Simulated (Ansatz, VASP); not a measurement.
Ta2MnSe6 in VASP and in Ansatz

```
Ta Mn Se
1.0
     0.00000    4.49789    4.49789
     4.49789    0.00000    4.49789
     4.49789    4.49789    0.00000
Ta Mn Se
2 1 6
Direct
  0.25000 0.25000 0.25000
  0.75000 0.75000 0.75000
  0.00000 0.00000 0.00000
  0.74134 0.25866 0.25866
  0.25866 0.74134 0.74134
  0.25866 0.74134 0.25866
  0.74134 0.25866 0.74134
  0.25866 0.25866 0.74134
  0.74134 0.74134 0.25866
```

Change from the starting cell: ordered vacancies on the cation sites of perovskite (Fm-3m, No. 225).

Alike in both runs: functional PBE; k mesh 4 × 4 × 4; occupations gaussian, width 0.1 eV; collinear spin.

Ansatz relaxed the structure, and its values are those at the end. VASP's run is a single point on that final structure, the one shown.

|  | VASP | Ansatz |
| --- | --- | --- |
| version | VASP 6.6.1 | Ansatz 0.2.0 |
| potentials or method | VASP PAW PBE potentials, release 64 (Ta_pv, Mn_pv, Se), cutoff 520 eV | scalar-relativistic, plane waves, PAW |
| valence electrons in the cell | 71 | 137 |

Ansatz gave:

```
gap on the k mesh at the Fermi level (eV)                     : none
pressure (GPa)                                                : 0.0
rms of the force components (eV/Å)                            : 0.000
net moment per atom (μB)                                      : 0.63
size of the moment on the site where the two differ most (μB) : 1.43
```

Question: Which values does VASP return?

Answer: gap on the k mesh at the Fermi level (eV): none; pressure (GPa): -1.2; rms of the force components (eV/Å): 0.031; net moment per atom (μB): 0.23; size of the moment on the site where the two differ most (μB): 0.24.

The net moments are unlike, so the other rows may belong to different states. Site moments also hang on the region over which each program counts them. A gap of «none» marks a metal or a gap that the smearing closes. VASP's potentials hold 71 valence electrons a cell and Ansatz's 137, so a difference there can come from the potentials and not from the codes.

Spin-orbit coupling is off throughout.
